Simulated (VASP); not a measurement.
# PbS (I4/mmm) in VASP: a series of runs

PbS is run at these levels: PBE, r2SCAN; tasks: single point.

Everything below comes from runs of VASP 6.6.1. Logs are shortened: lines on timing, memory, paths and dates and some standing lists are left out, and cuts for length are marked.

### Step 1. The cell of the first run

Symmetry: I4/mmm, No. 139, tetragonal system. Conventional cell: a = 4.394 Å, b = 4.394 Å, c = 5.915 Å, α = 90.00°, β = 90.00°, γ = 90.00°. Pb (site symmetry 4/mmm) has 6 S at 2.96 to 3.11 Å within 3.9 Å. S (site symmetry 4/mmm) has 6 Pb at 2.96 to 3.11 Å within 3.9 Å.

### Step 2. Single point, PBE (epitaxial xy strain +4.0%)

Contents of INCAR:

```
SYSTEM = PbS
PREC = Accurate
ENCUT = 520
EDIFF = 1E-7
ISMEAR = -1
SIGMA = 0.02
LREAL = .FALSE.
LASPH = .TRUE.
NELM = 100
ALGO = Normal
ISIF = 2
LWAVE = .FALSE.
LCHARG = .FALSE.
GGA = PE
NBANDS = 17
```

Contents of KPOINTS:

```
regular mesh
0
G
  8 8 8
  0 0 0
```

Contents of POSCAR:

```
PbS
1.0
    0.0000000000      3.1067219694      2.9575150206
    3.1067219694      0.0000000000      2.9575150206
    3.1067219694      3.1067219694      0.0000000000
Pb S
1 1
Direct
    0.0000000000      0.0000000000      0.0000000000
    0.5000000000      0.5000000000      0.5000000000
```

Potentials or basis: VASP PAW PBE potentials, release 64 (Pb_d, S).

The run is started by

```sh
cat potpaw_PBE.64/Pb_d/POTCAR potpaw_PBE.64/S/POTCAR > POTCAR
mpirun -np 1 vasp_std > vasp.out
```

OUTCAR:

```text
SYSTEM = PbS
   PREC = Accurate
   ENCUT = 520
   EDIFF = 1E-7
   ISMEAR = -1
   LREAL = .FALSE.
   LASPH = .TRUE.
   NELM = 100
   ISIF = 2
   GGA = PE

 ion  position               nearest neighbor table
   1  0.000  0.000  0.000-   2 2.96   2 2.96   2 3.11   2 3.11   2 3.11   2 3.11
   2  0.500  0.500  0.500-   1 2.96   1 2.96   1 3.11   1 3.11   1 3.11   1 3.11

  LATTYP: Found a body centered tetragonal cell.
 ALAT       =     4.3935683436
 C/A-ratio  =     1.3462929397

  Lattice vectors:

 A1 = (   0.0000000000,  -3.1067219694,  -2.9575150206)
 A2 = (   0.0000000000,   3.1067219694,  -2.9575150206)
 A3 = (   3.1067219694,   0.0000000000,   2.9575150206)

Analysis of symmetry for initial positions (statically):
=====================================================================
 Subroutine PRICEL returns:
 Original cell was already a primitive cell.

 Routine SETGRP: Setting up the symmetry group for a
 body centered tetragonal supercell.

 Subroutine GETGRP returns: Found 16 space group operations
 (whereof 16 operations were pure point group operations)
 out of a pool of 16 trial point group operations.

The static configuration has the point symmetry D_4h.

Analysis of symmetry for dynamics (positions and initial velocities):
=====================================================================
 Subroutine PRICEL returns:
 Original cell was already a primitive cell.

 Routine SETGRP: Setting up the symmetry group for a
 body centered tetragonal supercell.

 Subroutine GETGRP returns: Found 16 space group operations
 (whereof 16 operations were pure point group operations)
 out of a pool of 16 trial point group operations.

The dynamic configuration has the point symmetry D_4h.

 Subroutine INISYM returns: Found 16 space group operations
 (whereof 16 operations are pure point group operations),
 and found     1 'primitive' translations

----------------------------------------------------------------------------------------

                                     Primitive cell

  volume of cell :      57.0902

  direct lattice vectors                    reciprocal lattice vectors
     0.000000000  3.106721969  2.957515021    -0.160941341  0.160941341  0.169060849
     3.106721969  0.000000000  2.957515021     0.160941341 -0.160941341  0.169060849
     3.106721969  3.106721969  0.000000000     0.160941341  0.160941341 -0.169060849

  length of vectors
     4.289360849  4.289360849  4.393568344     0.283523899  0.283523899  0.283523899

  position of ions in fractional coordinates (direct lattice)
     0.000000000  0.000000000  0.000000000
     0.500000000  0.500000000  0.500000000

  ion indices of the primitive-cell ions
   primitive index   ion index
                 1           1
                 2           2

----------------------------------------------------------------------------------------

 KPOINTS: regular mesh

Automatic generation of k-mesh.
 Grid dimensions read from file:
 generate k-points for:    8    8    8

 Generating k-lattice:

  Cartesian coordinates                     Fractional coordinates (reciprocal lattice)
    -0.020117668  0.020117668  0.021132606     0.125000000 -0.000000000  0.000000000
     0.020117668 -0.020117668  0.021132606    -0.000000000  0.125000000  0.000000000
     0.020117668  0.020117668 -0.021132606     0.000000000  0.000000000  0.125000000

  Length of vectors
     0.035440487  0.035440487  0.035440487

  Shift w.r.t. Gamma in fractional coordinates (k-lattice)
     0.000000000  0.000000000  0.000000000

 Subroutine IBZKPT returns following result:
 ===========================================

 Found     59 irreducible k-points:

 Following reciprocal coordinates:
            Coordinates               Weight
  0.000000  0.000000  0.000000      1.000000
  0.125000  0.000000  0.000000      8.000000
  0.250000  0.000000  0.000000      8.000000
  0.375000 -0.000000  0.000000      8.000000
  0.500000  0.000000  0.000000      4.000000
  0.125000  0.125000  0.000000      2.000000
[... 16 lines left out ...]
  0.250000  0.000000  0.125000     16.000000
  0.375000  0.000000  0.125000     16.000000
 [... further k-points ...]
   k-points           NKPTS =     59   k-points in BZ     NKDIM =     59   number of bands    NBANDS=     17
   number of dos      NEDOS =    301   number of ions     NIONS =      2
   total plane-waves  NPLWV =  36864
   dimension x,y,z NGX =    32 NGY =   32 NGZ =   36
   dimension x,y,z NGXF=    64 NGYF=   64 NGZF=   72
   ions per type =               1   1
   NGX,Y,Z   is equivalent  to a cutoff of  12.40, 12.40, 13.62 a.u.
   NGXF,Y,Z  is equivalent  to a cutoff of  24.80, 24.80, 27.24 a.u.
 SYSTEM =  PbS
   PREC   = accura    normal or accurate (medium, high low for compatibility)
   ISTART =      0    job   : 0-new  1-cont  2-samecut
   ICHARG =      2    charge: 1-file 2-atom 10-const
   ISPIN  =      1    spin polarized calculation?
   LNONCOLLINEAR =      F non collinear calculations
   LSORBIT =      F    spin-orbit coupling
   LASPH  =      T    aspherical Exc in radial PAW
   ENCUT  =  520.0 eV  38.22 Ry    6.18 a.u.   7.98  7.98  8.17*2*pi/ulx,y,z
   NELM   =    100;   NELMIN=  2; NELMDL= -5     # of ELM steps
   EDIFF  = 0.1E-06   stopping-criterion for ELM
   LREAL  =      F    real-space projection
   EDIFFG = 0.1E-05   stopping-criterion for IOM
   NSW    =      0    number of steps for IOM
   IBRION =     -1    ionic relax: 0-MD 1-quasi-New 2-CG
   NFREE  =      0    steps in history (QN), initial steepest desc. (CG)
   ISIF   =      2    stress and relaxation
   ISYM   =      2    0-nonsym 1-usesym 2-fastsym
   POTIM  = 0.5000    time-step for ionic-motion
   TEBEG  =    0.0;   TEEND  =   0.0 temperature during run
   PSTRESS=    0.0 pullay stress
   NELECT =      20.0000    total number of electrons
   NUPDOWN=      -1.0000    fix difference up-down
   EMIN   =  10.00;   EMAX   =-10.00  energy-range for DOS
   EFERMI =   0.00;   METHOD = LEGACY
   ISMEAR =    -1;   SIGMA  =   0.02  broadening in eV -4-tet -1-fermi 0-gaus
   EFERMI_NEDOS =   21; number of points for ismear=-14 and -15
   IALGO  =     38    algorithm
   IMIX   =      4    mixing-type and parameters
     AMIX     =   0.40;   BMIX     =  1.00
     AMIX_MAG =   1.60;   BMIX_MAG =  1.00
  volume/ion in A,a.u.               =      28.55       192.63
  Fermi-wavevector in a.u.,A,eV,Ry     =   1.154067  2.180870 18.121192  1.331870
  Thomas-Fermi vector in A             =   2.290706
   LORBIT       =      0    0 simple, 1 ext, 2 COOP (PROOUT), +10 PAW based schemes
   GGA     = PE    functional components
   LHFCALC =     F    Hartree Fock is set to
   AEXX    =    0.0000 exact exchange contribution
   IVDW    =     0    specifies the selected vdW correction
   LEPSILON=     F    determine dielectric tensor
   LRPA    =     F    only Hartree local field effects (RPA)
 non-spin polarized calculation
  energy-cutoff  :      520.00
  volume of cell :       57.09
 maximum number of plane-waves:      1559
   NGX = 15   NGY = 15   NGZ = 17

 number of electron      19.9999999 magnetization

 Free energy of the ion-electron system (eV)
  ---------------------------------------------------
  ext. energy  EPLUGINS =         0.00000000
  ---------------------------------------------------
  free energy    TOTEN  =        -8.72170661 eV

  energy without entropy =       -8.72170660  energy(sigma->0) =       -8.72170661

 E-fermi :   4.9589     XC(G=0):  -9.2615

 val. band max:        4.6606950584   @ k =   0.5000   0.0000   0.0000
 cond. band min:       5.2574007909   @ k =   0.5000   0.0000   0.0000
 fundamental gap:      0.5967057326
 Fermi energy:         4.9589229678

 k-point     1 :       0.0000    0.0000    0.0000
  band No.  band energies     occupation
      1     -12.0257      2.00000
      2     -12.0140      2.00000
      3     -12.0059      2.00000
      4     -12.0059      2.00000
      5     -11.9796      2.00000
      6      -8.1485      2.00000
[... 9 lines left out ...]
     16      11.8414      0.00000
     17      13.0127      0.00000

 k-point     2 :       0.1250    0.0000    0.0000
  band No.  band energies     occupation
      1     -12.0243      2.00000
      2     -12.0155      2.00000
      3     -12.0039      2.00000
      4     -12.0016      2.00000
      5     -11.9814      2.00000
      6      -8.0342      2.00000
[... 9 lines left out ...]
     16      12.0551      0.00000
     17      14.0027      0.00000

 k-point     3 :       0.2500    0.0000    0.0000
  band No.  band energies     occupation
      1     -12.0222      2.00000
      2     -12.0212      2.00000
      3     -12.0009      2.00000
      4     -11.9891      2.00000
      5     -11.9828      2.00000
      6      -7.7202      2.00000
[... 9 lines left out ...]
     16      12.8118      0.00000
     17      15.7890      0.00000

 k-point     4 :       0.3750   -0.0000    0.0000
  band No.  band energies     occupation
      1     -12.0272      2.00000
      2     -12.0218      2.00000
      3     -12.0019      2.00000
      4     -11.9787      2.00000
      5     -11.9762      2.00000
      6      -7.3234      2.00000
[... 9 lines left out ...]
     16      14.0432      0.00000
     17      16.0705      0.00000

 k-point     5 :       0.5000    0.0000    0.0000
  band No.  band energies     occupation
      1     -12.0297      2.00000
      2     -12.0221      2.00000
      3     -12.0029      2.00000
      4     -11.9759      2.00000
      5     -11.9707      2.00000
      6      -7.1173      2.00000
[... 9 lines left out ...]
     16      15.0946      0.00000
     17      15.1668      0.00000

 k-point     6 :       0.1250    0.1250    0.0000
  band No.  band energies     occupation
      1     -12.0286      2.00000
      2     -12.0108      2.00000
      3     -11.9994      2.00000
      4     -11.9994      2.00000
      5     -11.9851      2.00000
      6      -7.9817      2.00000
[... 9 lines left out ...]
     16      12.6333      0.00000
     17      13.2645      0.00000

 k-point     7 :       0.2500    0.1250    0.0000
  band No.  band energies     occupation
      1     -12.0294      2.00000
      2     -12.0123      2.00000
      3     -11.9972      2.00000
      4     -11.9895      2.00000
      5     -11.9880      2.00000
      6      -7.7183      2.00000
[... 9 lines left out ...]
     16      13.4963      0.00000
     17      14.6026      0.00000

 k-point     8 :       0.3750    0.1250    0.0000
  band No.  band energies     occupation
      1     -12.0277      2.00000
      2     -12.0183      2.00000
      3     -12.0056      2.00000
      4     -11.9834      2.00000
      5     -11.9750      2.00000
      6      -7.3347      2.00000
[... 9 lines left out ...]
     16      14.6283      0.00000
     17      15.9377      0.00000
[... 203 lines left out ...]
      1     -12.0728      2.00000
      2     -12.0409      2.00000
      3     -11.9960      2.00000
      4     -11.9640      2.00000
      5     -11.9622      2.00000
      6      -6.7518      2.00000
[... 9 lines left out ...]
     16      16.1751      0.00000
     17      16.2385      0.00000

 k-point    20 :      -0.3750    0.3750    0.0000
  band No.  band energies     occupation
      1     -12.0623      2.00000
      2     -12.0310      2.00000
      3     -12.0028      2.00000
      4     -11.9705      2.00000
      5     -11.9656      2.00000
      6      -6.7415      2.00000
[... 9 lines left out ...]
     16      15.3247      0.00000
     17      17.4251      0.00000

 k-point    21 :       0.5000    0.5000    0.0000
  band No.  band energies     occupation
      1     -12.0857      2.00000
      2     -12.0454      2.00000
      3     -11.9917      2.00000
      4     -11.9591      2.00000
      5     -11.9591      2.00000
      6      -6.6807      2.00000
[... 9 lines left out ...]
     16      16.3021      0.00000
     17      16.8760      0.00000

 k-point    22 :       0.1250    0.0000    0.1250
  band No.  band energies     occupation
      1     -12.0210      2.00000
      2     -12.0186      2.00000
      3     -12.0082      2.00000
      4     -11.9990      2.00000
      5     -11.9810      2.00000
      6      -8.0019      2.00000
[... 9 lines left out ...]
     16      12.7267      0.00000
     17      13.4602      0.00000

 k-point    23 :       0.2500    0.0000    0.1250
  band No.  band energies     occupation
      1     -12.0259      2.00000
      2     -12.0172      2.00000
      3     -12.0067      2.00000
      4     -11.9921      2.00000
      5     -11.9807      2.00000
      6      -7.7591      2.00000
[... 9 lines left out ...]
     16      13.4150      0.00000
     17      14.6182      0.00000

 k-point    24 :       0.3750    0.0000    0.1250
  band No.  band energies     occupation
      1     -12.0327      2.00000
      2     -12.0164      2.00000
      3     -12.0011      2.00000
      4     -11.9891      2.00000
      5     -11.9747      2.00000
      6      -7.3867      2.00000
[... 9 lines left out ...]
     16      14.4427      0.00000
     17      15.9232      0.00000

 [... further k-points ...]

------------------------ aborting loop because EDIFF is reached ----------------------------------------

  FORCE on cell =-STRESS in cart. coord.  units (eV):
  Direction    XX          YY          ZZ          XY          YZ          ZX
  --------------------------------------------------------------------------------------
  -------------------------------------------------------------------------------------
  Total       -1.3155272     -1.3155272      0.3004031      0.0000000     -0.0000000     -0.0000000
  in kB      -36.9188945    -36.9188945      8.4304995      0.0000000     -0.0000000     -0.0000000
  external PRESSURE =     -21.8024298 kB  Pullay stress =       0.0000000 kB

 VOLUME and BASIS-vectors are now :
 -----------------------------------------------------------------------------
  energy-cutoff  :      520.00
  volume of cell :       57.09
      direct lattice vectors                 reciprocal lattice vectors
     0.000000000  3.106721969  2.957515021    -0.160941341  0.160941341  0.169060849
     3.106721969  0.000000000  2.957515021     0.160941341 -0.160941341  0.169060849
     3.106721969  3.106721969  0.000000000     0.160941341  0.160941341 -0.169060849

 POSITION                                       TOTAL-FORCE (eV/Angst)
 -----------------------------------------------------------------------------------
      0.00000      0.00000      0.00000        -0.000000     -0.000000      0.000000
      3.10672      3.10672      2.95752         0.000000      0.000000      0.000000
 -----------------------------------------------------------------------------------
    total drift:                                0.000000     -0.000000     -0.000000

  FREE ENERGIE OF THE ION-ELECTRON SYSTEM (eV)
  ---------------------------------------------------
  free  energy   TOTEN  =        -8.7217066078 eV

  energy  without entropy=       -8.7217066045  energy(sigma->0) =       -8.72170661
```

Wall time 59 s (1 thread of AMD EPYC 7R43 (Zen 3), shared host); peak memory 0.18 GiB.

Results:

```yaml
Free_energy: -8.7217 eV
Pressure: -2.2 GPa
Band_gap_on_the_k_mesh: 0.60 eV, direct
```

Stress tensor (GPa, compression positive):
```
-3.69  0.00  0.00
 0.00 -3.69  0.00
 0.00  0.00  0.84
```

Caveat: the cell differs from its parent crystal (epitaxial xy strain +4.0%); spin-orbit coupling is left out, which moves the levels of the heavy elements.

### Step 3. Single point, r2SCAN (epitaxial xy strain +4.0%)

POSCAR is that of step 2.

Contents of INCAR.step1:

```
PREC = Accurate ; ENCUT = 520
ISMEAR = 0 ; SIGMA = 0.01
LREAL = F ; LASPH = T
NELM = 60 ; NBANDS = 17
GGA = PE ; ALGO = Normal
EDIFF = 1E-4 ; LWAVE = T
LCHARG = F
```

Contents of INCAR.step2:

```
PREC = Accurate ; ENCUT = 520
EDIFF = 1E-6 ; ISMEAR = 0
SIGMA = 0.01 ; LREAL = F
LASPH = T ; NELM = 60
ALGO = Normal ; ISIF = 2
LWAVE = F ; LCHARG = F
METAGGA = R2SCAN ; LMIXTAU = T
NBANDS = 17 ; ISTART = 1
```

Contents of KPOINTS:

```
Automatic mesh
0
Gamma
  8 8 8
```

Potentials or basis: VASP PAW PBE potentials, release 64 (Pb_d, S).

The run is started by

```sh
cat potpaw_PBE.64/Pb_d/POTCAR potpaw_PBE.64/S/POTCAR > POTCAR
cp INCAR.step1 INCAR
mpirun -np 1 vasp_std > vasp.out
cp INCAR.step2 INCAR
mpirun -np 1 vasp_std > vasp.out
```

Run time: 4.3 min. Hardware: 1 thread of AMD EPYC 7R43 (Zen 3), shared host; peak memory 0.2 GiB.

It converged, with:

- Free energy: -65.5441 eV
- Pressure: -3.1 GPa
- Band gap on the k mesh: 0.86 eV, direct

Stress tensor (GPa, compression positive):
```
-4.68  0.00  0.00
 0.00 -4.68  0.00
 0.00  0.00 -0.02
```

Levels at points of the mesh, in eV from the valence-band top:
| k point | band 8 | band 9 | band 10 | band 11 | band 12 | band 13 |
| --- | --- | --- | --- | --- | --- | --- |
| (0.00, 0.00, 0.00) | -2.12 | -1.71 | -1.71 | 4.98 | 4.98 | 6.07 |
| (0.50, 0.00, 0.00) | -1.55 | -1.48 | 0.00 | 0.86 | 2.27 | 2.57 |
| (0.50, 0.50, 0.00) | -4.66 | -3.04 | -3.04 | 4.43 | 5.59 | 5.59 |
| (0.50, 0.00, 0.50) | -4.55 | -3.21 | -2.72 | 4.64 | 5.36 | 5.53 |

Caveat: the cell differs from its parent crystal (epitaxial xy strain +4.0%); the PAW data sets were made with another functional, which shifts forces and pressure a little; spin-orbit coupling is left out, which moves the levels of the heavy elements. A k mesh can miss the band edges.
